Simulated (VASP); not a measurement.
# LiCl (I4/mmm) in VASP: single point with HSE06

Aim: the single point of LiCl with HSE06.

Everything below comes from runs of VASP 6.6.1. Logs are shortened: lines on timing, memory, paths and dates and some standing lists are left out, and cuts for length are marked.

## (1) The cell of the first run

Symmetry: I4/mmm, No. 139, tetragonal system. The conventional cell has a = 3.723 Å, b = 3.723 Å, c = 5.010 Å, α = 90.00°, β = 90.00°, γ = 90.00°. Within 3.3 Å of Li (site symmetry 4/mmm) lie 6 Cl at 2.50 to 2.63 Å. Within 3.3 Å of Cl (site symmetry 4/mmm) lie 6 Li at 2.50 to 2.63 Å.

## (2) Single point, HSE06 (epitaxial xy strain +3.0%)

POSCAR reads:

```
LiCl
1.0
    0.0000000000      2.6327181023      2.5049970087
    2.6327181023      0.0000000000      2.5049970087
    2.6327181023      2.6327181023      0.0000000000
Li Cl
1 1
Direct
    0.0000000000      0.0000000000      0.0000000000
    0.5000000000      0.5000000000      0.5000000000
```

INCAR.step1 reads:

```
SYSTEM = LiCl
PREC = Accurate ; ENCUT = 520
EDIFF = 1E-5 ; ISMEAR = 0
SIGMA = 0.01 ; LREAL = .FALSE.
LASPH = .TRUE. ; NELM = 60
ALGO = Normal ; ISIF = 2
LWAVE = .TRUE. ; NBANDS = 12
GGA = PE
```

INCAR.step2 reads:

```
SYSTEM = LiCl
PREC = Accurate ; ENCUT = 520
EDIFF = 1E-6 ; ISMEAR = 0
SIGMA = 0.01 ; LREAL = .FALSE.
LASPH = .TRUE. ; NELM = 60
ALGO = Normal ; ISIF = 2
LWAVE = .FALSE. ; LCHARG = .TRUE.
GGA = PE ; LHFCALC = .TRUE.
HFSCREEN = 0.2079 ; PRECFOCK = Normal
LELF = .TRUE. ; LVHAR = .TRUE.
NBANDS = 12 ; ISTART = 1
```

KPOINTS reads:

```
regular mesh
0
G
  6 6 6
  0 0 0
```

Potentials or basis: VASP PAW PBE potentials, release 64 (Li_sv, Cl).

Command:

```sh
$ cat potpaw_PBE.64/Li_sv/POTCAR potpaw_PBE.64/Cl/POTCAR > POTCAR
$ cp INCAR.step1 INCAR
$ mpirun -np 1 vasp_std > vasp.out
$ cp INCAR.step2 INCAR
$ mpirun -np 1 vasp_std > vasp.out
```

OUTCAR:

```text
SYSTEM = LiCl
   PREC = Accurate
   ENCUT = 520
   EDIFF = 1E-6
   ISMEAR = 0
   LREAL = .FALSE.
   LASPH = .TRUE.
   NELM = 60
   ISIF = 2
   GGA = PE
   LHFCALC = .TRUE.
   HFSCREEN = 0.2079
   PRECFOCK = Normal
   ISTART = 1

 ion  position               nearest neighbor table
   1  0.000  0.000  0.000-   2 2.50   2 2.50   2 2.63   2 2.63   2 2.63   2 2.63
   2  0.500  0.500  0.500-   1 2.50   1 2.50   1 2.63   1 2.63   1 2.63   1 2.63

  LATTYP: Found a body centered tetragonal cell.
 ALAT       =     3.7232256462
 C/A-ratio  =     1.3456057982

  Lattice vectors:

 A1 = (   0.0000000000,  -2.6327181023,  -2.5049970087)
 A2 = (   0.0000000000,   2.6327181023,  -2.5049970087)
 A3 = (   2.6327181023,   0.0000000000,   2.5049970087)

Analysis of symmetry for initial positions (statically):
=====================================================================
 Subroutine PRICEL returns:
 Original cell was already a primitive cell.

 Routine SETGRP: Setting up the symmetry group for a
 body centered tetragonal supercell.

 Subroutine GETGRP returns: Found 16 space group operations
 (whereof 16 operations were pure point group operations)
 out of a pool of 16 trial point group operations.

The static configuration has the point symmetry D_4h.

Analysis of symmetry for dynamics (positions and initial velocities):
=====================================================================
 Subroutine PRICEL returns:
 Original cell was already a primitive cell.

 Routine SETGRP: Setting up the symmetry group for a
 body centered tetragonal supercell.

 Subroutine GETGRP returns: Found 16 space group operations
 (whereof 16 operations were pure point group operations)
 out of a pool of 16 trial point group operations.

The dynamic configuration has the point symmetry D_4h.

 Subroutine INISYM returns: Found 16 space group operations
 (whereof 16 operations are pure point group operations),
 and found     1 'primitive' translations

----------------------------------------------------------------------------------------

                                     Primitive cell

  volume of cell :      34.7253

  direct lattice vectors                    reciprocal lattice vectors
     0.000000000  2.632718102  2.504997009    -0.189917789  0.189917789  0.199601037
     2.632718102  0.000000000  2.504997009     0.189917789 -0.189917789  0.199601037
     2.632718102  2.632718102  0.000000000     0.189917789  0.189917789 -0.199601037

  length of vectors
     3.634035583  3.634035583  3.723225646     0.334631300  0.334631300  0.334631300

  position of ions in fractional coordinates (direct lattice)
     0.000000000  0.000000000  0.000000000
     0.500000000  0.500000000  0.500000000

  ion indices of the primitive-cell ions
   primitive index   ion index
                 1           1
                 2           2

----------------------------------------------------------------------------------------

 KPOINTS: regular mesh

Automatic generation of k-mesh.
 Grid dimensions read from file:
 generate k-points for:    6    6    6

 Generating k-lattice:

  Cartesian coordinates                     Fractional coordinates (reciprocal lattice)
    -0.031652965  0.031652965  0.033266839     0.166666667 -0.000000000  0.000000000
     0.031652965 -0.031652965  0.033266839    -0.000000000  0.166666667  0.000000000
     0.031652965  0.031652965 -0.033266839     0.000000000  0.000000000  0.166666667

  Length of vectors
     0.055771883  0.055771883  0.055771883

  Shift w.r.t. Gamma in fractional coordinates (k-lattice)
     0.000000000  0.000000000  0.000000000

 Subroutine IBZKPT returns following result:
 ===========================================

 Found     30 irreducible k-points:

 Following reciprocal coordinates:
            Coordinates               Weight
  0.000000  0.000000  0.000000      1.000000
  0.166667  0.000000  0.000000      8.000000
  0.333333  0.000000  0.000000      8.000000
  0.500000  0.000000  0.000000      4.000000
  0.166667  0.166667  0.000000      2.000000
  0.333333  0.166667  0.000000      8.000000
[... 16 lines left out ...]
  0.333333  0.000000  0.333333      4.000000
  0.500000  0.000000  0.333333     16.000000
 [... further k-points ...]
   k-points           NKPTS =     30   k-points in BZ     NKDIM =    216   number of bands    NBANDS=     12
   number of dos      NEDOS =    301   number of ions     NIONS =      2
   total plane-waves  NPLWV =  21952
   dimension x,y,z NGX =    28 NGY =   28 NGZ =   28
   dimension x,y,z NGXF=    56 NGYF=   56 NGZF=   56
   ions per type =               1   1
   NGX,Y,Z   is equivalent  to a cutoff of  12.81, 12.81, 12.50 a.u.
   NGXF,Y,Z  is equivalent  to a cutoff of  25.62, 25.62, 25.00 a.u.
 SYSTEM =  LiCl
   PREC   = accura    normal or accurate (medium, high low for compatibility)
   ISTART =      1    job   : 0-new  1-cont  2-samecut
   ICHARG =      0    charge: 1-file 2-atom 10-const
   ISPIN  =      1    spin polarized calculation?
   LNONCOLLINEAR =      F non collinear calculations
   LSORBIT =      F    spin-orbit coupling
   LASPH  =      T    aspherical Exc in radial PAW
   ENCUT  =  520.0 eV  38.22 Ry    6.18 a.u.   6.76  6.76  6.92*2*pi/ulx,y,z
   NELM   =     60;   NELMIN=  2; NELMDL=  0     # of ELM steps
   EDIFF  = 0.1E-05   stopping-criterion for ELM
   LREAL  =      F    real-space projection
   EDIFFG = 0.1E-04   stopping-criterion for IOM
   NSW    =      0    number of steps for IOM
   IBRION =     -1    ionic relax: 0-MD 1-quasi-New 2-CG
   NFREE  =      0    steps in history (QN), initial steepest desc. (CG)
   ISIF   =      2    stress and relaxation
   ISYM   =      3    0-nonsym 1-usesym 2-fastsym
   POTIM  = 0.5000    time-step for ionic-motion
   TEBEG  =    0.0;   TEEND  =   0.0 temperature during run
   PSTRESS=    0.0 pullay stress
   NELECT =      10.0000    total number of electrons
   NUPDOWN=      -1.0000    fix difference up-down
   EMIN   =  10.00;   EMAX   =-10.00  energy-range for DOS
   EFERMI =   0.00;   METHOD = LEGACY
   ISMEAR =     0;   SIGMA  =   0.01  broadening in eV -4-tet -1-fermi 0-gaus
   EFERMI_NEDOS =   21; number of points for ismear=-14 and -15
   IALGO  =     38    algorithm
   IMIX   =      1    mixing-type and parameters
     AMIX     =   0.40;   BMIX     =  1.00
     AMIX_MAG =   1.60;   BMIX_MAG =  1.00
  volume/ion in A,a.u.               =      17.36       117.17
  Fermi-wavevector in a.u.,A,eV,Ry     =   1.081084  2.042953 15.901715  1.168743
  Thomas-Fermi vector in A             =   2.217092
   LORBIT       =      0    0 simple, 1 ext, 2 COOP (PROOUT), +10 PAW based schemes
   GGA     = PE    functional components
   LHFCALC =     T    Hartree Fock is set to
   PRECFOCK=normal    Normal, Fast or Accurate (Low or Medium for compatibility)
   ENCUT4O =  -1.0   cutoff for four orbital integrals eV
   NKREDX  =     1    reduce k-point grid by
   NKREDY  =     1    reduce k-point grid by
   NKREDZ  =     1    reduce k-point grid by
   AEXX    =    0.2500 exact exchange contribution
   HFSCREEN=    0.2079 screening length (either q_TF or 0.3 A-1)
   HFSCREENC=   0.2079 screening length for correlation (either q_TF or 0.3 A-1)
   ENCUTFOCK=  -1.0 apply spherical cutoff to Coloumb kernel
   IVDW    =     0    specifies the selected vdW correction
   LEPSILON=     F    determine dielectric tensor
   LRPA    =     F    only Hartree local field effects (RPA)
 non-spin polarized calculation
 Gauss-broadening in eV      SIGMA  =   0.01
  energy-cutoff  :      520.00
  volume of cell :       34.73
 maximum number of plane-waves:       954
  NGX = 24; NGY = 24; NGZ = 24

 number of electron      10.0000009 magnetization

 Free energy of the ion-electron system (eV)
  ---------------------------------------------------
  ext. energy  EPLUGINS =         0.00000000
  ---------------------------------------------------
  free energy    TOTEN  =        -8.44994048 eV

  energy without entropy =       -8.44994048  energy(sigma->0) =       -8.44994048

 E-fermi :  -0.4219     XC(G=0):  -7.1597

 val. band max:       -0.5481219304   @ k =   0.0000   0.0000   0.0000
 cond. band min:       6.9640284738   @ k =   0.0000   0.0000   0.0000
 fundamental gap:      7.5121504042
 Fermi energy:        -0.4218576877

 k-point     1 :       0.0000    0.0000    0.0000
  band No.  band energies     occupation
      1     -46.9128      2.00000
      2     -15.1544      2.00000
      3      -0.7083      2.00000
      4      -0.5481      2.00000
      5      -0.5481      2.00000
      6       6.9640      0.00000
      7      12.7127      0.00000
      8      12.7127      0.00000
      9      13.1390      0.00000
     10      15.1212      0.00000
     11      15.1212      0.00000
     12      15.2621      0.00000

 k-point     2 :       0.1667    0.0000    0.0000
  band No.  band energies     occupation
      1     -46.9122      2.00000
      2     -15.0205      2.00000
      3      -1.4843      2.00000
      4      -0.6889      2.00000
      5      -0.6499      2.00000
      6       7.6819      0.00000
      7      11.7399      0.00000
      8      12.1420      0.00000
      9      12.7099      0.00000
     10      14.0790      0.00000
     11      14.2306      0.00000
     12      16.0894      0.00000

 k-point     3 :       0.3333    0.0000    0.0000
  band No.  band energies     occupation
      1     -46.9109      2.00000
      2     -14.7305      2.00000
      3      -2.8959      2.00000
      4      -0.8396      2.00000
      5      -0.7713      2.00000
      6       7.7850      0.00000
      7      10.7015      0.00000
      8      11.1853      0.00000
      9      12.5327      0.00000
     10      16.0044      0.00000
     11      16.1749      0.00000
     12      16.8920      0.00000

 k-point     4 :       0.5000    0.0000    0.0000
  band No.  band energies     occupation
      1     -46.9103      2.00000
      2     -14.5724      2.00000
      3      -3.5155      2.00000
      4      -0.9283      2.00000
      5      -0.8075      2.00000
      6       7.4842      0.00000
      7      10.1754      0.00000
      8      10.6212      0.00000
      9      13.7988      0.00000
     10      17.7171      0.00000
     11      17.9943      0.00000
     12      18.5458      0.00000

 k-point     5 :       0.1667    0.1667    0.0000
  band No.  band energies     occupation
      1     -46.9118      2.00000
      2     -14.9635      2.00000
      3      -1.4505      2.00000
      4      -0.9022      2.00000
      5      -0.9022      2.00000
      6       8.2242      0.00000
      7      11.3498      0.00000
      8      11.8808      0.00000
      9      12.7254      0.00000
     10      12.7254      0.00000
     11      15.7915      0.00000
     12      17.0936      0.00000
[... 228 lines left out ...]
      1     -46.9100      2.00000
      2     -14.5164      2.00000
      3      -2.8407      2.00000
      4      -2.0702      2.00000
      5      -1.1980      2.00000
      6       9.7722      0.00000
      7      10.1544      0.00000
      8      10.6772      0.00000
      9      12.6314      0.00000
     10      15.2546      0.00000
     11      18.4016      0.00000
     12      19.3168      0.00000

 k-point    22 :      -0.3333    0.5000    0.1667
  band No.  band energies     occupation
      1     -46.9089      2.00000
      2     -14.2963      2.00000
      3      -3.2086      2.00000
      4      -2.3521      2.00000
      5      -1.7251      2.00000
      6       9.4263      0.00000
      7      10.0023      0.00000
      8      12.1917      0.00000
      9      12.6347      0.00000
     10      15.5693      0.00000
     11      18.2249      0.00000
     12      19.8521      0.00000

 k-point    23 :       0.3333    0.0000    0.3333
  band No.  band energies     occupation
      1     -46.9103      2.00000
      2     -14.5818      2.00000
      3      -2.8576      2.00000
      4      -1.5923      2.00000
      5      -1.2819      2.00000
      6       9.1778      0.00000
      7       9.7212      0.00000
      8      11.2382      0.00000
      9      13.8271      0.00000
     10      14.6593      0.00000
     11      17.3735      0.00000
     12      19.6927      0.00000

 k-point    24 :       0.5000    0.0000    0.3333
  band No.  band energies     occupation
      1     -46.9096      2.00000
      2     -14.4129      2.00000
      3      -3.2480      2.00000
      4      -1.9908      2.00000
      5      -1.4518      2.00000
      6       8.9615      0.00000
      7      10.0627      0.00000
      8      11.9317      0.00000
      9      13.3875      0.00000
     10      15.1742      0.00000
     11      18.9250      0.00000
     12      19.8756      0.00000

 [... further k-points ...]
[... 5 lines left out ...]
  --------------------------------------------------------------------------------------
  -------------------------------------------------------------------------------------
  Total       -0.3324002     -0.3324002     -0.0336898      0.0000000     -0.0000000      0.0000000
  in kB      -15.3364892    -15.3364892     -1.5543989      0.0000000     -0.0000000      0.0000000
  external PRESSURE =     -10.7424591 kB  Pullay stress =       0.0000000 kB

 VOLUME and BASIS-vectors are now :
 -----------------------------------------------------------------------------
  energy-cutoff  :      520.00
  volume of cell :       34.73
      direct lattice vectors                 reciprocal lattice vectors
     0.000000000  2.632718102  2.504997009    -0.189917789  0.189917789  0.199601037
     2.632718102  0.000000000  2.504997009     0.189917789 -0.189917789  0.199601037
     2.632718102  2.632718102  0.000000000     0.189917789  0.189917789 -0.199601037

 POSITION                                       TOTAL-FORCE (eV/Angst)
 -----------------------------------------------------------------------------------
      0.00000      0.00000      0.00000         0.000000      0.000000      0.000000
      2.63272      2.63272      2.50500         0.000000      0.000000     -0.000000
 -----------------------------------------------------------------------------------
    total drift:                                0.000003      0.000001     -0.000001

  FREE ENERGIE OF THE ION-ELECTRON SYSTEM (eV)
  ---------------------------------------------------
  free  energy   TOTEN  =        -8.4499404804 eV

  energy  without entropy=       -8.4499404804  energy(sigma->0) =       -8.44994048
```

It took 19 min on 1 thread of Intel Xeon Platinum 8259CL at 2.50GHz (Skylake/Cascade Lake), shared host; peak memory 0.27 GiB.

What came out:

```yaml
Free_energy: -8.4499 eV
Band_gap_on_the_k_mesh: 7.51 eV
```

Levels at points of the mesh, in eV from the valence-band top:
| k point | band 2 | band 3 | band 4 | band 5 | band 6 | band 7 | band 8 | band 9 |
| --- | --- | --- | --- | --- | --- | --- | --- | --- |
| (0.00, 0.00, 0.00) | -14.61 | -0.16 | 0.00 | 0.00 | 7.51 | 13.26 | 13.26 | 13.69 |
| (0.50, 0.00, 0.00) | -14.02 | -2.97 | -0.38 | -0.26 | 8.03 | 10.72 | 11.17 | 14.35 |
| (0.50, 0.50, 0.00) | -13.72 | -3.02 | -1.28 | -1.28 | 9.14 | 9.45 | 14.33 | 15.35 |
| (0.50, 0.00, 0.50) | -13.81 | -3.02 | -1.30 | -0.95 | 9.23 | 9.71 | 13.61 | 15.20 |

Caveat: the cell differs from its parent crystal (epitaxial xy strain +3.0%); the cutoff is under 1.25 times the usual one of these potentials, so pressure, stress and relaxed cells hold a basis-set (Pulay) error; the PAW data sets were made with another functional, which shifts forces and pressure a little.
